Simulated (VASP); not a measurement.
# TaNbN2 (P6/mmm) in VASP: a series of runs

TaNbN2 is run at these levels: PBE; tasks: single point.

Program: VASP 6.6.1. These are calculated values, not measurements. Logs are shortened: lines on timing, memory, paths and dates and some standing lists are left out, and cuts for length are marked.

### 1 The cell of the first run

It takes space group P6/mmm (No. 191, hexagonal). Conventional cell: a = 3.477 Å, b = 3.477 Å, c = 5.379 Å, α = 90.00°, β = 90.00°, γ = 120.00°. Ta (site symmetry 6/mmm) has 2 Nb at 2.69 Å and 12 N at 3.36 Å and 6 Ta at 3.48 Å within 3.5 Å. Nb (site symmetry 6/mmm) has 6 N at 2.01 Å and 2 Ta at 2.69 Å within 2.7 Å. Within 2.7 Å of N (site symmetry -6m2) lie 3 N at 2.01 Å and 3 Nb at 2.01 Å.

### 2 Single point, PBE

File INCAR:

```
ALGO = Normal
EDIFF = 1E-7
ENCUT = 520
GGA = PE
ISIF = 2
ISMEAR = 0
LASPH = T
LCHARG = T
LELF = T
LREAL = F
LVHAR = T
LWAVE = F
NBANDS = 25
NELM = 100
PREC = Accurate
SIGMA = 0.1
```

File KPOINTS:

```
k-points
0
Gamma
  6 6 4
```

File POSCAR:

```
TaNbN2
1.0
    3.4768440600      0.0000000000      0.0000000000
   -1.7384220300      3.0110352800      0.0000000000
    0.0000000000      0.0000000000      5.3790511300
Ta Nb N
1 1 2
Direct
    0.0000000000      0.0000000000      0.5000000000
    0.0000000000      0.0000000000      0.0000000000
    0.3333333300      0.6666666700      0.0000000000
    0.6666666700      0.3333333300      0.0000000000
```

Potentials or basis: VASP PAW PBE potentials, release 64 (Ta_pv, Nb_sv, N).

Run with:

```bash
cat potpaw_PBE.64/Ta_pv/POTCAR potpaw_PBE.64/Nb_sv/POTCAR potpaw_PBE.64/N/POTCAR > POTCAR
mpirun -np 1 vasp_std > vasp.out
```

OUTCAR:

```text
EDIFF = 1E-7
   ENCUT = 520
   GGA = PE
   ISIF = 2
   ISMEAR = 0
   LASPH = T
   LREAL = F
   NELM = 100
   PREC = Accurate

 ion  position               nearest neighbor table
   1  0.000  0.000  0.500-   2 2.69   2 2.69
   2  0.000  0.000  0.000-   3 2.01   4 2.01   3 2.01   4 2.01   4 2.01   3 2.01   1 2.69   1 2.69

   3  0.333  0.667  0.000-   2 2.01   2 2.01   2 2.01
   4  0.667  0.333  0.000-   2 2.01   2 2.01   2 2.01

  LATTYP: Found a hexagonal cell.
 ALAT       =     3.4768440600
 C/A-ratio  =     1.5471073874

  Lattice vectors:

 A1 = (   3.4768440600,   0.0000000000,   0.0000000000)
 A2 = (  -1.7384220300,   3.0110352800,   0.0000000000)
 A3 = (   0.0000000000,   0.0000000000,   5.3790511300)

Analysis of symmetry for initial positions (statically):
=====================================================================
 Subroutine PRICEL returns:
 Original cell was already a primitive cell.

 Routine SETGRP: Setting up the symmetry group for a
 hexagonal supercell.

 Subroutine GETGRP returns: Found 24 space group operations
 (whereof 24 operations were pure point group operations)
 out of a pool of 24 trial point group operations.

The static configuration has the point symmetry D_6h.

Analysis of symmetry for dynamics (positions and initial velocities):
=====================================================================
 Subroutine PRICEL returns:
 Original cell was already a primitive cell.

 Routine SETGRP: Setting up the symmetry group for a
 hexagonal supercell.

 Subroutine GETGRP returns: Found 24 space group operations
 (whereof 24 operations were pure point group operations)
 out of a pool of 24 trial point group operations.

The dynamic configuration has the point symmetry D_6h.

 Subroutine INISYM returns: Found 24 space group operations
 (whereof 24 operations are pure point group operations),
 and found     1 'primitive' translations

----------------------------------------------------------------------------------------

                                     Primitive cell

  volume of cell :      56.3127

  direct lattice vectors                    reciprocal lattice vectors
     3.476844060  0.000000000  0.000000000     0.287617156  0.166055842  0.000000000
    -1.738422030  3.011035280  0.000000000     0.000000000  0.332111685  0.000000000
     0.000000000  0.000000000  5.379051130     0.000000000  0.000000000  0.185906394

  length of vectors
     3.476844060  3.476844059  5.379051130     0.332111685  0.332111685  0.185906394

  position of ions in fractional coordinates (direct lattice)
     0.000000000  0.000000000  0.500000000
     0.000000000  0.000000000  0.000000000
     0.333333330  0.666666670  0.000000000
     0.666666670  0.333333330  0.000000000

  ion indices of the primitive-cell ions
   primitive index   ion index
                 1           1
                 2           2
                 3           3
                 4           4

----------------------------------------------------------------------------------------

 KPOINTS: k-points

Automatic generation of k-mesh.
 Grid dimensions read from file:
 generate k-points for:    6    6    4

 Generating k-lattice:

  Cartesian coordinates                     Fractional coordinates (reciprocal lattice)
     0.047936193  0.027675974  0.000000000     0.166666667  0.000000000  0.000000000
     0.000000000  0.055351947  0.000000000     0.000000000  0.166666667  0.000000000
     0.000000000  0.000000000  0.046476599     0.000000000  0.000000000  0.250000000

  Length of vectors
     0.055351947  0.055351947  0.046476599

  Shift w.r.t. Gamma in fractional coordinates (k-lattice)
     0.000000000  0.000000000  0.000000000

 Subroutine IBZKPT returns following result:
 ===========================================

 Found     21 irreducible k-points:

 Following reciprocal coordinates:
            Coordinates               Weight
  0.000000  0.000000  0.000000      1.000000
  0.166667  0.000000  0.000000      6.000000
  0.333333  0.000000  0.000000      6.000000
  0.500000  0.000000  0.000000      3.000000
  0.166667  0.166667  0.000000      6.000000
  0.333333  0.166667  0.000000     12.000000
[... 13 lines left out ...]
  0.333333  0.166667  0.500000     12.000000
  0.333333  0.333333  0.500000      2.000000
   k-points           NKPTS =     21   k-points in BZ     NKDIM =     21   number of bands    NBANDS=     25
   number of dos      NEDOS =    301   number of ions     NIONS =      4
   total plane-waves  NPLWV =  31360
   dimension x,y,z NGX =    28 NGY =   28 NGZ =   40
   dimension x,y,z NGXF=    56 NGYF=   56 NGZF=   80
   ions per type =               1   1   2
   NGX,Y,Z   is equivalent  to a cutoff of  13.39, 13.39, 12.36 a.u.
   NGXF,Y,Z  is equivalent  to a cutoff of  26.78, 26.78, 24.72 a.u.
 SYSTEM =  unknown system
   PREC   = accura    normal or accurate (medium, high low for compatibility)
   ISTART =      0    job   : 0-new  1-cont  2-samecut
   ICHARG =      2    charge: 1-file 2-atom 10-const
   ISPIN  =      1    spin polarized calculation?
   LNONCOLLINEAR =      F non collinear calculations
   LSORBIT =      F    spin-orbit coupling
   LASPH  =      T    aspherical Exc in radial PAW
   ENCUT  =  520.0 eV  38.22 Ry    6.18 a.u.   6.46  6.46 10.00*2*pi/ulx,y,z
   NELM   =    100;   NELMIN=  2; NELMDL= -5     # of ELM steps
   EDIFF  = 0.1E-06   stopping-criterion for ELM
   LREAL  =      F    real-space projection
   EDIFFG = 0.1E-05   stopping-criterion for IOM
   NSW    =      0    number of steps for IOM
   IBRION =     -1    ionic relax: 0-MD 1-quasi-New 2-CG
   NFREE  =      0    steps in history (QN), initial steepest desc. (CG)
   ISIF   =      2    stress and relaxation
   ISYM   =      2    0-nonsym 1-usesym 2-fastsym
   POTIM  = 0.5000    time-step for ionic-motion
   TEBEG  =    0.0;   TEEND  =   0.0 temperature during run
   PSTRESS=    0.0 pullay stress
   NELECT =      34.0000    total number of electrons
   NUPDOWN=      -1.0000    fix difference up-down
   EMIN   =  10.00;   EMAX   =-10.00  energy-range for DOS
   EFERMI =   0.00;   METHOD = LEGACY
   ISMEAR =     0;   SIGMA  =   0.10  broadening in eV -4-tet -1-fermi 0-gaus
   EFERMI_NEDOS =   21; number of points for ismear=-14 and -15
   IALGO  =     38    algorithm
   IMIX   =      4    mixing-type and parameters
     AMIX     =   0.40;   BMIX     =  1.00
     AMIX_MAG =   1.60;   BMIX_MAG =  1.00
  volume/ion in A,a.u.               =      14.08        95.00
  Fermi-wavevector in a.u.,A,eV,Ry     =   1.383669  2.614755 26.048899  1.914540
  Thomas-Fermi vector in A             =   2.508245
   LORBIT       =      0    0 simple, 1 ext, 2 COOP (PROOUT), +10 PAW based schemes
   GGA     = PE    functional components
   LHFCALC =     F    Hartree Fock is set to
   AEXX    =    0.0000 exact exchange contribution
   IVDW    =     0    specifies the selected vdW correction
   LEPSILON=     F    determine dielectric tensor
   LRPA    =     F    only Hartree local field effects (RPA)
 non-spin polarized calculation
 Gauss-broadening in eV      SIGMA  =   0.10
  energy-cutoff  :      520.00
  volume of cell :       56.31
 maximum number of plane-waves:      1538
 NGX is ok and might be reduce to    28
   NGX = 13   NGY = 13   NGZ = 21

 number of electron      33.9999997 magnetization

 Free energy of the ion-electron system (eV)
  ---------------------------------------------------
  ext. energy  EPLUGINS =         0.00000000
  ---------------------------------------------------
  free energy    TOTEN  =       -30.95858632 eV

  energy without entropy =      -30.92918123  energy(sigma->0) =      -30.94388377

 E-fermi :   6.9348     XC(G=0): -11.6841

 val. band max:        6.9111357657   @ k =   0.3333   0.1667   0.0000
 cond. band min:       6.9365324259   @ k =   0.0000   0.0000   0.5000
 fundamental gap:      0.0253966602
 Fermi energy:         6.9348124578

 k-point     1 :       0.0000    0.0000    0.0000
  band No.  band energies     occupation
      1     -47.8083      2.00000
      2     -28.3187      2.00000
      3     -28.0411      2.00000
      4     -28.0411      2.00000
      5     -24.0201      2.00000
      6     -24.0201      2.00000
[... 17 lines left out ...]
     24      12.2102      0.00000
     25      14.9937      0.00000

 k-point     2 :       0.1667    0.0000    0.0000
  band No.  band energies     occupation
      1     -47.7991      2.00000
      2     -28.3133      2.00000
      3     -28.0784      2.00000
      4     -28.0504      2.00000
      5     -24.1838      2.00000
      6     -24.0548      2.00000
[... 17 lines left out ...]
     24      13.1500      0.00000
     25      15.0770      0.00000

 k-point     3 :       0.3333    0.0000    0.0000
  band No.  band energies     occupation
      1     -47.7806      2.00000
      2     -28.3024      2.00000
      3     -28.1524      2.00000
      4     -28.0688      2.00000
      5     -24.4911      2.00000
      6     -24.1231      2.00000
[... 17 lines left out ...]
     24      13.3430      0.00000
     25      13.8613      0.00000

 k-point     4 :       0.5000    0.0000    0.0000
  band No.  band energies     occupation
      1     -47.7714      2.00000
      2     -28.2970      2.00000
      3     -28.1890      2.00000
      4     -28.0781      2.00000
      5     -24.6360      2.00000
      6     -24.1568      2.00000
[... 17 lines left out ...]
     24      12.2016      0.00000
     25      12.5136      0.00000
[... 393 lines left out ...]
 k-point    19 :       0.1667    0.1667    0.5000
  band No.  band energies     occupation
      1     -47.7866      2.00000
      2     -28.2096      2.00000
      3     -28.1256      2.00000
      4     -28.0701      2.00000
      5     -24.3898      2.00000
      6     -24.1409      2.00000
[... 17 lines left out ...]
     24       9.9197      0.00000
     25      15.7228      0.00000

 k-point    20 :       0.3333    0.1667    0.5000
  band No.  band energies     occupation
      1     -47.7727      2.00000
      2     -28.2026      2.00000
      3     -28.1688      2.00000
      4     -28.0958      2.00000
      5     -24.5625      2.00000
      6     -24.2450      2.00000
[... 17 lines left out ...]
     24      10.9504      0.00000
     25      12.6484      0.00000

 k-point    21 :       0.3333    0.3333    0.5000
  band No.  band energies     occupation
      1     -47.7681      2.00000
      2     -28.2002      2.00000
      3     -28.1438      2.00000
      4     -28.1438      2.00000
      5     -24.4525      2.00000
      6     -24.4525      2.00000
[... 17 lines left out ...]
     24      10.4440      0.00000
     25      13.2456      0.00000

------------------------ aborting loop because EDIFF is reached ----------------------------------------

  FORCE on cell =-STRESS in cart. coord.  units (eV):
  Direction    XX          YY          ZZ          XY          YZ          ZX
  --------------------------------------------------------------------------------------
  -------------------------------------------------------------------------------------
  Total       11.8500542     11.8500542      4.7882479      0.0000000      0.0000000      0.0000000
  in kB      337.1507964    337.1507962    136.2324230      0.0000000      0.0000000      0.0000000
  external PRESSURE =     270.1780052 kB  Pullay stress =       0.0000000 kB

 VOLUME and BASIS-vectors are now :
 -----------------------------------------------------------------------------
  energy-cutoff  :      520.00
  volume of cell :       56.31
      direct lattice vectors                 reciprocal lattice vectors
     3.476844060  0.000000000  0.000000000     0.287617156  0.166055842  0.000000000
    -1.738422030  3.011035280  0.000000000     0.000000000  0.332111685  0.000000000
     0.000000000  0.000000000  5.379051130     0.000000000  0.000000000  0.185906394

 POSITION                                       TOTAL-FORCE (eV/Angst)
 -----------------------------------------------------------------------------------
      0.00000      0.00000      2.68953        -0.000000      0.000000      0.000000
      0.00000      0.00000      0.00000        -0.000000      0.000000      0.000000
     -0.00000      2.00736      0.00000        -0.000000      0.000000      0.000000
      1.73842      1.00368      0.00000         0.000000     -0.000000      0.000000
 -----------------------------------------------------------------------------------
    total drift:                               -0.000000      0.000000     -0.000000

  FREE ENERGIE OF THE ION-ELECTRON SYSTEM (eV)
  ---------------------------------------------------
  free  energy   TOTEN  =       -30.9585863178 eV

  energy  without entropy=      -30.9291812317  energy(sigma->0) =      -30.94388377
```

It took 32 s on 1 thread of Intel Xeon Platinum 8488C (Sapphire Rapids), shared host; peak memory 0.19 GiB.

Results:

* Free energy: -30.9586 eV
* Pressure: 27.0 GPa
* Band gap on the k mesh: zero (band 17 reaches 7.35 eV, above the bottom of band 18 at 5.96 eV)

Stress tensor (GPa, compression positive):
```
33.72  0.00  0.00
 0.00 33.72  0.00
 0.00  0.00 13.62
```

Caveat: spin-orbit coupling is left out, which moves the levels of the heavy elements.

(Continued in part 2 of 2.)
